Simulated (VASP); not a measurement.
# Mg2Be (P6/mmm) in VASP: relaxation of cell and atoms with PBE

Aim: the relaxation of cell and atoms of Mg2Be with PBE.

Program: VASP 6.6.1. These are calculated values, not measurements. Logs are shortened: lines on timing, memory, paths and dates and some standing lists are left out, and cuts for length are marked.

## (1) The cell of the first run

Symmetry: P6/mmm, No. 191, hexagonal system. Conventional cell: a = 4.634 Å, b = 4.634 Å, c = 2.841 Å, α = 90.00°, β = 90.00°, γ = 120.00°. Mg (site symmetry -6m2) has 5 Mg at 2.68 to 2.84 Å and 6 Be at 3.03 Å within 3.5 Å. Within 3.7 Å of Be (site symmetry 6/mmm) lie 2 Be at 2.84 Å and 12 Mg at 3.03 Å.

## (2) Relaxation of cell and atoms, PBE

INCAR

```
PREC = Accurate
ENCUT = 600
EDIFF = 1E-6
ISMEAR = 0
SIGMA = 0.1
LREAL = F
LASPH = T
NELM = 80
ALGO = Fast
ISIF = 3
LWAVE = F
LCHARG = F
GGA = PE
IBRION = 2
NSW = 100
EDIFFG = -0.01
```

KPOINTS

```
Automatic mesh
0
Gamma
  12 12 16
```

POSCAR

```
Mg2Be
1.0
    4.6341089100      0.0000000000      0.0000000000
   -2.3170544600      4.0132560400      0.0000000000
    0.0000000000      0.0000000000      2.8407087600
Mg Be
2 1
Direct
    0.3333333300      0.6666666700      0.5000000000
    0.6666666700      0.3333333300      0.5000000000
    0.0000000000      0.0000000000      0.0000000000
```

Potentials or basis: VASP PAW PBE potentials, release 64 (Mg, Be).

On the command line:

```
> cat potpaw_PBE.64/Mg/POTCAR potpaw_PBE.64/Be/POTCAR > POTCAR
> mpirun -np 1 vasp_std > vasp.out
```

OUTCAR:

```text
PREC = Accurate
   ENCUT = 600
   EDIFF = 1E-6
   ISMEAR = 0
   LREAL = F
   LASPH = T
   NELM = 80
   ISIF = 3
   GGA = PE
   IBRION = 2
   NSW = 100
   EDIFFG = -0.01

 ion  position               nearest neighbor table
   1  0.333  0.667  0.500-   2 2.68   2 2.68   2 2.68
   2  0.667  0.333  0.500-   1 2.68   1 2.68   1 2.68
   3  0.000  0.000  0.000-

  LATTYP: Found a hexagonal cell.
 ALAT       =     4.6341089100
 C/A-ratio  =     0.6129999996

  Lattice vectors:

 A1 = (   4.6341089100,   0.0000000000,   0.0000000000)
 A2 = (  -2.3170544600,   4.0132560400,   0.0000000000)
 A3 = (   0.0000000000,   0.0000000000,   2.8407087600)

Analysis of symmetry for initial positions (statically):
=====================================================================
 Subroutine PRICEL returns:
 Original cell was already a primitive cell.

 Routine SETGRP: Setting up the symmetry group for a
 hexagonal supercell.

 Subroutine GETGRP returns: Found 24 space group operations
 (whereof 24 operations were pure point group operations)
 out of a pool of 24 trial point group operations.

The static configuration has the point symmetry D_6h.

Analysis of symmetry for dynamics (positions and initial velocities):
=====================================================================
 Subroutine PRICEL returns:
 Original cell was already a primitive cell.

 Routine SETGRP: Setting up the symmetry group for a
 hexagonal supercell.

 Subroutine GETGRP returns: Found 24 space group operations
 (whereof 24 operations were pure point group operations)
 out of a pool of 24 trial point group operations.

The dynamic configuration has the point symmetry D_6h.

 Subroutine INISYM returns: Found 24 space group operations
 (whereof 24 operations are pure point group operations),
 and found     1 'primitive' translations

----------------------------------------------------------------------------------------

                                     Primitive cell

  volume of cell :      52.8311

  direct lattice vectors                    reciprocal lattice vectors
[... 99 lines left out ...]
   PSTRESS=    0.0 pullay stress
   NELECT =       6.0000    total number of electrons
   NUPDOWN=      -1.0000    fix difference up-down
   EMIN   =  10.00;   EMAX   =-10.00  energy-range for DOS
   EFERMI =   0.00;   METHOD = LEGACY
   ISMEAR =     0;   SIGMA  =   0.10  broadening in eV -4-tet -1-fermi 0-gaus
   EFERMI_NEDOS =   21; number of points for ismear=-14 and -15
   IALGO  =     68    algorithm
   IMIX   =      4    mixing-type and parameters
     AMIX     =   0.40;   BMIX     =  1.00
     AMIX_MAG =   1.60;   BMIX_MAG =  1.00
  volume/ion in A,a.u.               =      17.61       118.84
  Fermi-wavevector in a.u.,A,eV,Ry     =   0.792797  1.498169  8.551629  0.628527
  Thomas-Fermi vector in A             =   1.898606
   LORBIT       =      0    0 simple, 1 ext, 2 COOP (PROOUT), +10 PAW based schemes
   GGA     = PE    functional components
   LHFCALC =     F    Hartree Fock is set to
   AEXX    =    0.0000 exact exchange contribution
   IVDW    =     0    specifies the selected vdW correction
   LEPSILON=     F    determine dielectric tensor
   LRPA    =     F    only Hartree local field effects (RPA)
 conjugate gradient relaxation of ions
 non-spin polarized calculation
 RMM-DIIS sequential band-by-band and
 Gauss-broadening in eV      SIGMA  =   0.10
  energy-cutoff  :      600.00
  volume of cell :       52.83
 maximum number of plane-waves:      1805
 NGX is ok and might be reduce to    40
   NGX = 19   NGY = 19   NGZ = 11

--------------------------------------- Ionic step        1  -------------------------------------------

 number of electron       6.0000000 magnetization

 Free energy of the ion-electron system (eV)
  ---------------------------------------------------
  ext. energy  EPLUGINS =         0.00000000
  ---------------------------------------------------
  free energy    TOTEN  =        -5.21020960 eV

  energy without entropy =       -5.20407156  energy(sigma->0) =       -5.20714058

------------------------ aborting loop because EDIFF is reached ----------------------------------------

  FORCE on cell =-STRESS in cart. coord.  units (eV):
  Direction    XX          YY          ZZ          XY          YZ          ZX
  --------------------------------------------------------------------------------------
  -------------------------------------------------------------------------------------
  Total        0.4860185      0.4860185     -0.8312661     -0.0000000      0.0000000      0.0000000
  in kB       14.7391869     14.7391869    -25.2093040     -0.0000000      0.0000000      0.0000000
  external PRESSURE =       1.4230233 kB  Pullay stress =       0.0000000 kB
[... 135 lines left out ...]
--------------------------------------- Ionic step        5  -------------------------------------------

 number of electron       6.0000000 magnetization

 Free energy of the ion-electron system (eV)
  ---------------------------------------------------
  ext. energy  EPLUGINS =         0.00000000
  ---------------------------------------------------
  free energy    TOTEN  =        -5.22998750 eV

  energy without entropy =       -5.22508341  energy(sigma->0) =       -5.22753546

 E-fermi :   3.5114     XC(G=0):  -8.9813

 val. band max:        3.5011454139   @ k =   0.3333   0.0000   0.3750
 cond. band min:       3.5389001634   @ k =   0.3333   0.0000   0.5000
 fundamental gap:      0.0377547496
 Fermi energy:         3.5114397844

 k-point     1 :       0.0000    0.0000    0.0000
  band No.  band energies     occupation
      1      -4.4252      2.00000
      2       2.9190      2.00000
      3       2.9190      2.00000
      4       3.9627      0.00000
      5       3.9627      0.00000
      6       4.7361      0.00000
      7       5.6725      0.00000
[... 221 lines left out ...]
 k-point    24 :       0.3333    0.0000    0.0625
  band No.  band energies     occupation
      1      -3.3994      2.00000
      2      -0.6133      2.00000
      3       1.6240      2.00000
      4       2.8131      2.00000
      5       7.1583      0.00000
      6       7.9171      0.00000
      7      10.2631      0.00000

 [... further k-points ...]

------------------------ aborting loop because EDIFF is reached ----------------------------------------

  FORCE on cell =-STRESS in cart. coord.  units (eV):
  Direction    XX          YY          ZZ          XY          YZ          ZX
  --------------------------------------------------------------------------------------
  -------------------------------------------------------------------------------------
  Total       -0.0048064     -0.0048064     -0.0021308      0.0000000      0.0000000     -0.0000000
  in kB       -0.1454205     -0.1454205     -0.0644700      0.0000000      0.0000000     -0.0000000
  external PRESSURE =      -0.1184370 kB  Pullay stress =       0.0000000 kB
[... 18 lines left out ...]
  FREE ENERGIE OF THE ION-ELECTRON SYSTEM (eV)
  ---------------------------------------------------
  free  energy   TOTEN  =        -5.2299875011 eV

  energy  without entropy=       -5.2250834107  energy(sigma->0) =       -5.22753546

 reached required accuracy - stopping structural energy minimisation
```

OSZICAR:

```text
N       E                     dE             d eps       ncg     rms          rms(c)
DAV:   1     0.269792213266E+01    0.26979E+01   -0.24267E+03  2394   0.726E+02
DAV:   2    -0.522357729974E+01   -0.79215E+01   -0.76119E+01  3129   0.554E+01
[... 26 lines left out ...]
DAV:   1    -0.522996162489E+01   -0.16801E-04   -0.18070E-04  3934   0.842E-02    0.657E-03
RMM:   2    -0.522996115173E+01    0.47316E-06   -0.10174E-06  1587   0.796E-03
   4 F= -.52299612E+01 E0= -.52275101E+01  d E =-.197515E-01
       N       E                     dE             d eps       ncg     rms          rms(c)
DAV:   1    -0.522998772922E+01   -0.26104E-04   -0.15365E-04  2947   0.978E-02    0.457E-03
RMM:   2    -0.522998750113E+01    0.22809E-06   -0.94624E-07  1544   0.800E-03
   5 F= -.52299875E+01 E0= -.52275355E+01  d E =-.263494E-04
```

Run time: 55 s. Hardware: 1 thread of Intel Xeon 6975P-C (Granite Rapids), shared host; peak memory 0.27 GiB.

What came out:

```
Free energy                           : -5.2300 eV
Relaxed volume                        : 17.65 Å³/atom
Relaxed cell                          : a = 4.705 Å, b = 4.705 Å, c = 2.762 Å, α = 90.00°, β = 90.00°, γ = 120.00°
Space group after relaxing (to 0.1 Å) : P6/mmm (No. 191)
Energy gained by relaxing             : 6.6 meV/atom
Ionic steps                           : 5
Pressure after relaxing               : 0.0 GPa
Band gap on the k mesh                : zero (bands 3 and 4 overlap by 4.01 eV)
```

Step by step:
```
step  energy change (eV)  largest force (eV/Å)  pressure (GPa)  volume (Å³)
   1              0.0000                0.0000            0.14        52.83
   2             -0.0145                0.0000           -0.01        52.94
   3             -0.0197                0.0000           -0.08        53.04
   4             -0.0198                0.0000           -0.09        53.04
   5             -0.0198                0.0000           -0.01        52.95
```

Final structure:
```cif
data_structure
_symmetry_space_group_name_H-M 'P 1'
_symmetry_Int_Tables_number 1
_cell_length_a 4.7052
_cell_length_b 4.7052
_cell_length_c 2.7619
_cell_angle_alpha 90.000
_cell_angle_beta 90.000
_cell_angle_gamma 120.000
_cell_volume 52.95
loop_
_atom_site_label
_atom_site_type_symbol
_atom_site_fract_x
_atom_site_fract_y
_atom_site_fract_z
_atom_site_occupancy
Mg1 Mg 0.33333 0.66667 0.50000 1
Mg2 Mg 0.66667 0.33333 0.50000 1
Be1 Be 0.00000 0.00000 0.00000 1
```

Levels at points of the mesh, in eV from the Fermi level:
```tsv
k point	band 1	band 2	band 3	band 4	band 5	band 6	band 7
(0.00, 0.00, 0.00)	-7.94	-0.59	-0.59	0.45	0.45	1.22	2.16
(0.50, 0.00, 0.00)	-5.83	-5.79	-2.18	-0.99	5.30	5.88	7.22
(0.00, 0.00, 0.50)	-3.41	-3.37	3.02	3.02	4.35	4.76	4.76
(0.50, 0.00, 0.50)	-1.98	-1.68	-1.24	-0.23	1.66	3.08	3.18
```
